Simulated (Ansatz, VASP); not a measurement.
# Two plane-wave programs on KMgH3

```xyz
5
Lattice="4.2263 0.0000 0.0000 0.0000 4.2263 0.0000 0.0000 0.0000 4.1256" Properties=species:S:1:pos:R:3 pbc="T T T"
K     0.0000    0.0000    0.0000
Mg    2.1131    2.1131    2.0628
H     0.0000    2.1131    2.0628
H     2.1131    0.0000    2.0628
H     2.1131    2.1131    0.0000
```

Change from the starting cell: strain +0.050 along x and y, +0.025 along z, atoms carried along.

Alike in both runs: task single point; functional LDA; k mesh 8 × 8 × 8; occupations gaussian, width 0.05 eV; no spin polarisation.

```csv
,VASP,Ansatz
version,VASP 6.6.1,Ansatz 0.2.0
potentials or method,"VASP PAW LDA potentials, release 64 (K_sv, Mg, H), cutoff 520 eV","scalar-relativistic, plane waves, PAW"
valence electrons in the cell,14,22
```

Ansatz gave:

- gap on the k mesh at the Fermi level (eV): 1.69
- least direct gap on the mesh (eV): 3.62
- pressure (GPa): -5.7
- traceless stress, the component that is largest in VASP (GPa): 0.48

Question: Estimate VASP's values.

Answer: gap on the k mesh at the Fermi level (eV): 1.68; least direct gap on the mesh (eV): 3.61; pressure (GPa): -6.0; traceless stress, the component that is largest in VASP (GPa): 0.48.

LDA's correlation is that of Perdew and Zunger in VASP and of Perdew and Wang (1992) in Ansatz. VASP's potentials hold 14 valence electrons a cell and Ansatz's 22, so a difference there can come from the potentials and not from the codes.
